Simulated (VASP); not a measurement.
# CdF2 (Fm-3m) in VASP: notebook

The runs below take CdF2 through electric field gradients, with LDA.

All numbers are computed with VASP 6.6.1; they aren't measurements. Logs are shortened: lines on timing, memory, paths and dates and some standing lists are left out, and cuts for length are marked.

### Step 1. The cell of the first run

The structure is cubic, space group Fm-3m (No. 225). The conventional cell has a = 5.494 Å, b = 5.494 Å, c = 5.494 Å, α = 90.00°, β = 90.00°, γ = 90.00°. Cd (site symmetry m-3m) has 8 F at 2.38 Å within 3.1 Å. Within 3.1 Å of F (site symmetry -43m) lie 4 Cd at 2.38 Å and 6 F at 2.75 Å.

### Step 2. Electric field gradients, LDA (volume scaled by 1.06)

The input, INCAR:

```
SYSTEM = CdF2
PREC = Accurate
ENCUT = 520
EDIFF = 1E-8
ISMEAR = -1
SIGMA = 0.02
LREAL = .False.
LASPH = .True.
NELM = 60
ALGO = Normal
ISIF = 2
LWAVE = .False.
LCHARG = .False.
LEFG = .True.
NBANDS = 20
```

The input, KPOINTS:

```
Automatic mesh
0
Gamma
  8 8 8
  0 0 0
```

The input, POSCAR:

```
CdF2
1.0
    0.0000000000      2.7468369436      2.7468369436
    2.7468369436      0.0000000000      2.7468369436
    2.7468369436      2.7468369436      0.0000000000
Cd F
1 2
Direct
    0.0000000000      0.0000000000      0.0000000000
    0.2500000000      0.2500000000      0.2500000000
    0.7500000000      0.7500000000      0.7500000000
```

Potentials or basis: VASP PAW LDA potentials, release 64 (Cd, F).

Launch:

```
cat potpaw_LDA.64/Cd/POTCAR potpaw_LDA.64/F/POTCAR > POTCAR
mpirun -np 1 vasp_std > vasp.out
```

OUTCAR:

```text
SYSTEM = CdF2
   PREC = Accurate
   ENCUT = 520
   EDIFF = 1E-8
   ISMEAR = -1
   LREAL = .False.
   LASPH = .True.
   NELM = 60
   ISIF = 2

 ion  position               nearest neighbor table
   1  0.000  0.000  0.000-   3 2.38   3 2.38   3 2.38   2 2.38   3 2.38   2 2.38   2 2.38   2 2.38

   2  0.250  0.250  0.250-   1 2.38   1 2.38   1 2.38   1 2.38
   3  0.750  0.750  0.750-   1 2.38   1 2.38   1 2.38   1 2.38

  LATTYP: Found a face centered cubic cell.
 ALAT       =     5.4936738872

  Lattice vectors:

 A1 = (   0.0000000000,   2.7468369436,   2.7468369436)
 A2 = (   2.7468369436,   0.0000000000,   2.7468369436)
 A3 = (   2.7468369436,   2.7468369436,   0.0000000000)

Analysis of symmetry for initial positions (statically):
=====================================================================
 Subroutine PRICEL returns:
 Original cell was already a primitive cell.

 Routine SETGRP: Setting up the symmetry group for a
 face centered cubic supercell.

 Subroutine GETGRP returns: Found 48 space group operations
 (whereof 48 operations were pure point group operations)
 out of a pool of 48 trial point group operations.

The static configuration has the point symmetry O_h .

Analysis of symmetry for dynamics (positions and initial velocities):
=====================================================================
 Subroutine PRICEL returns:
 Original cell was already a primitive cell.

 Routine SETGRP: Setting up the symmetry group for a
 face centered cubic supercell.

 Subroutine GETGRP returns: Found 48 space group operations
 (whereof 48 operations were pure point group operations)
 out of a pool of 48 trial point group operations.

The dynamic configuration has the point symmetry O_h .

 Subroutine INISYM returns: Found 48 space group operations
 (whereof 48 operations are pure point group operations),
 and found     1 'primitive' translations

----------------------------------------------------------------------------------------

                                     Primitive cell

  volume of cell :      41.4504

  direct lattice vectors                    reciprocal lattice vectors
     0.000000000  2.746836944  2.746836944    -0.182027550  0.182027550  0.182027550
     2.746836944  0.000000000  2.746836944     0.182027550 -0.182027550  0.182027550
     2.746836944  2.746836944  0.000000000     0.182027550  0.182027550 -0.182027550

  length of vectors
     3.884614059  3.884614059  3.884614059     0.315280966  0.315280966  0.315280966

  position of ions in fractional coordinates (direct lattice)
     0.000000000  0.000000000  0.000000000
     0.250000000  0.250000000  0.250000000
     0.750000000  0.750000000  0.750000000

  ion indices of the primitive-cell ions
   primitive index   ion index
                 1           1
                 2           2
                 3           3

----------------------------------------------------------------------------------------

 KPOINTS: Automatic mesh

Automatic generation of k-mesh.
 Grid dimensions read from file:
 generate k-points for:    8    8    8

 Generating k-lattice:

  Cartesian coordinates                     Fractional coordinates (reciprocal lattice)
    -0.022753444  0.022753444  0.022753444     0.125000000  0.000000000  0.000000000
     0.022753444 -0.022753444  0.022753444     0.000000000  0.125000000  0.000000000
     0.022753444  0.022753444 -0.022753444     0.000000000  0.000000000  0.125000000

  Length of vectors
     0.039410121  0.039410121  0.039410121

  Shift w.r.t. Gamma in fractional coordinates (k-lattice)
     0.000000000  0.000000000  0.000000000

 Subroutine IBZKPT returns following result:
 ===========================================

 Found     29 irreducible k-points:

 Following reciprocal coordinates:
            Coordinates               Weight
  0.000000  0.000000  0.000000      1.000000
  0.125000  0.000000  0.000000      8.000000
  0.250000  0.000000  0.000000      8.000000
  0.375000  0.000000  0.000000      8.000000
  0.500000  0.000000  0.000000      4.000000
  0.125000  0.125000  0.000000      6.000000
[... 16 lines left out ...]
  0.500000  0.250000  0.125000     48.000000
 -0.375000  0.250000  0.125000     24.000000
 [... further k-points ...]
   k-points           NKPTS =     29   k-points in BZ     NKDIM =     29   number of bands    NBANDS=     20
   number of dos      NEDOS =    301   number of ions     NIONS =      3
   total plane-waves  NPLWV =  27000
   dimension x,y,z NGX =    30 NGY =   30 NGZ =   30
   dimension x,y,z NGXF=    60 NGYF=   60 NGZF=   60
   ions per type =               1   2
   NGX,Y,Z   is equivalent  to a cutoff of  12.84, 12.84, 12.84 a.u.
   NGXF,Y,Z  is equivalent  to a cutoff of  25.68, 25.68, 25.68 a.u.
 SYSTEM =  CdF2
   PREC   = accura    normal or accurate (medium, high low for compatibility)
   ISTART =      0    job   : 0-new  1-cont  2-samecut
   ICHARG =      2    charge: 1-file 2-atom 10-const
   ISPIN  =      1    spin polarized calculation?
   LNONCOLLINEAR =      F non collinear calculations
   LSORBIT =      F    spin-orbit coupling
   LASPH  =      T    aspherical Exc in radial PAW
   ENCUT  =  520.0 eV  38.22 Ry    6.18 a.u.   7.22  7.22  7.22*2*pi/ulx,y,z
   NELM   =     60;   NELMIN=  2; NELMDL= -5     # of ELM steps
   EDIFF  = 0.1E-07   stopping-criterion for ELM
   LREAL  =      F    real-space projection
   EDIFFG = 0.1E-06   stopping-criterion for IOM
   NSW    =      0    number of steps for IOM
   IBRION =     -1    ionic relax: 0-MD 1-quasi-New 2-CG
   NFREE  =      0    steps in history (QN), initial steepest desc. (CG)
   ISIF   =      2    stress and relaxation
   ISYM   =      2    0-nonsym 1-usesym 2-fastsym
   POTIM  = 0.5000    time-step for ionic-motion
   TEBEG  =    0.0;   TEEND  =   0.0 temperature during run
   PSTRESS=    0.0 pullay stress
   NELECT =      26.0000    total number of electrons
   NUPDOWN=      -1.0000    fix difference up-down
   EMIN   =  10.00;   EMAX   =-10.00  energy-range for DOS
   EFERMI =   0.00;   METHOD = LEGACY
   ISMEAR =    -1;   SIGMA  =   0.02  broadening in eV -4-tet -1-fermi 0-gaus
   EFERMI_NEDOS =   21; number of points for ismear=-14 and -15
   IALGO  =     38    algorithm
   IMIX   =      4    mixing-type and parameters
     AMIX     =   0.40;   BMIX     =  1.00
     AMIX_MAG =   1.60;   BMIX_MAG =  1.00
  volume/ion in A,a.u.               =      13.82        93.24
  Fermi-wavevector in a.u.,A,eV,Ry     =   1.401382  2.648227 26.720078  1.963870
  Thomas-Fermi vector in A             =   2.524248
   LORBIT       =      0    0 simple, 1 ext, 2 COOP (PROOUT), +10 PAW based schemes
   GGA     = CA    functional components
   LHFCALC =     F    Hartree Fock is set to
   AEXX    =    0.0000 exact exchange contribution
   IVDW    =     0    specifies the selected vdW correction
   LEPSILON=     F    determine dielectric tensor
   LRPA    =     F    only Hartree local field effects (RPA)
 non-spin polarized calculation
  energy-cutoff  :      520.00
  volume of cell :       41.45
 maximum number of plane-waves:      1139
 NGX is ok and might be reduce to    30
   NGX = 15   NGY = 15   NGZ = 15

 number of electron      25.9999998 magnetization

 Free energy of the ion-electron system (eV)
  ---------------------------------------------------
  ext. energy  EPLUGINS =         0.00000000
  ---------------------------------------------------
  free energy    TOTEN  =       -12.61049131 eV

  energy without entropy =      -12.61049131  energy(sigma->0) =      -12.61049131

 E-fermi :  -1.6083     XC(G=0): -10.8153

 val. band max:       -2.0922189789   @ k =  -0.2500   0.5000   0.2500
 cond. band min:       0.5034686567   @ k =   0.0000   0.0000   0.0000
 fundamental gap:      2.5956876356
 Fermi energy:        -1.6083385657

 k-point     1 :       0.0000    0.0000    0.0000
  band No.  band energies     occupation
      1     -22.2245      2.00000
      2     -21.2031      2.00000
      3      -7.5657      2.00000
      4      -7.5657      2.00000
      5      -7.5657      2.00000
      6      -6.5287      2.00000
[... 12 lines left out ...]
     19      17.0214      0.00000
     20      17.0214      0.00000
[... 507 lines left out ...]
 k-point    24 :      -0.3750    0.2500    0.1250
  band No.  band energies     occupation
      1     -21.6968      2.00000
      2     -21.6642      2.00000
      3      -7.1547      2.00000
      4      -7.0712      2.00000
      5      -6.5627      2.00000
      6      -6.5524      2.00000
[... 12 lines left out ...]
     19      15.8183      0.00000
     20      19.2933      0.00000

 [... further k-points ...]
[... 5 lines left out ...]
  --------------------------------------------------------------------------------------
  -------------------------------------------------------------------------------------
  Total       -2.5711571     -2.5711571     -2.5711571     -0.0000000     -0.0000000     -0.0000000
  in kB      -99.3826461    -99.3826461    -99.3826461     -0.0000000     -0.0000000     -0.0000000
  external PRESSURE =     -99.3826461 kB  Pullay stress =       0.0000000 kB

 VOLUME and BASIS-vectors are now :
 -----------------------------------------------------------------------------
  energy-cutoff  :      520.00
  volume of cell :       41.45
      direct lattice vectors                 reciprocal lattice vectors
     0.000000000  2.746836944  2.746836944    -0.182027550  0.182027550  0.182027550
     2.746836944  0.000000000  2.746836944     0.182027550 -0.182027550  0.182027550
     2.746836944  2.746836944  0.000000000     0.182027550  0.182027550 -0.182027550

 POSITION                                       TOTAL-FORCE (eV/Angst)
 -----------------------------------------------------------------------------------
      0.00000      0.00000      0.00000         0.000000      0.000000     -0.000000
      1.37342      1.37342      1.37342        -0.000000     -0.000000     -0.000000
      4.12026      4.12026      4.12026         0.000000      0.000000      0.000000
 -----------------------------------------------------------------------------------
    total drift:                                0.000000     -0.000000      0.000000

  FREE ENERGIE OF THE ION-ELECTRON SYSTEM (eV)
  ---------------------------------------------------
  free  energy   TOTEN  =       -12.6104913088 eV

  energy  without entropy=      -12.6104913088  energy(sigma->0) =      -12.61049131

 Electric field gradients (V/A^2)
---------------------------------------------------------------------
 ion       V_xx      V_yy      V_zz      V_xy      V_xz      V_yz
---------------------------------------------------------------------
   1       0.000    -0.000     0.000     0.002     0.002     0.002
   2       0.000     0.000     0.000    -0.001    -0.001    -0.001
   3       0.000     0.000     0.000    -0.001    -0.001    -0.001
---------------------------------------------------------------------

 Electric field gradients after diagonalization (V/A^2)
 (convention: |V_zz| > |V_xx| > |V_yy|)
----------------------------------------------------------------------
 ion       V_xx      V_yy      V_zz     asymmetry (V_yy - V_xx)/ V_zz
----------------------------------------------------------------------
   1      -0.002    -0.002     0.004       0.000
   2       0.001     0.001    -0.001       0.000
   3       0.001     0.001    -0.001       0.000
----------------------------------------------------------------------

           NMR quadrupolar parameters

 Cq : quadrupolar parameter    Cq=e*Q*V_zz/h
 eta: asymmetry parameters     (V_yy - V_xx)/ V_zz
 Q  : nuclear electric quadrupole moment in mb (millibarn)
----------------------------------------------------------------------
 ion       Cq(MHz)       eta       Q (mb)
----------------------------------------------------------------------
   1       0.000       0.000       1.000
   2      -0.000       0.000       1.000
   3      -0.000       0.000       1.000
----------------------------------------------------------------------
```

Wall time 13 s (1 thread of Intel Xeon 6975P-C (Granite Rapids), shared host); peak memory 0.16 GiB.

Results:

* Free energy: -12.6105 eV
* Pressure: -9.9 GPa
* Band gap on the k mesh: 2.60 eV, indirect (least direct gap 3.15 eV)

Levels at points of the mesh, in eV from the valence-band top:
```
           k point  band 9  band 10  band 11  band 12  band 13  band 14  band 15  band 16  band 17  band 18
(0.00, 0.00, 0.00)   -0.87    -0.87    -0.55    -0.55    -0.55     2.60    12.03    12.03    12.03    16.61
(0.50, 0.00, 0.00)   -2.11    -1.69    -1.69    -0.42    -0.42     6.52     8.60    13.64    13.64    17.39
(0.50, 0.50, 0.00)   -2.75    -2.75    -0.42    -0.08    -0.08     7.29     9.03    11.34    13.42    13.42
```

Caveat: without QUAD_EFG the Cq values of the log hold for a quadrupole moment of 1 mb, not for the nuclei.

[end of part 1 of 2]
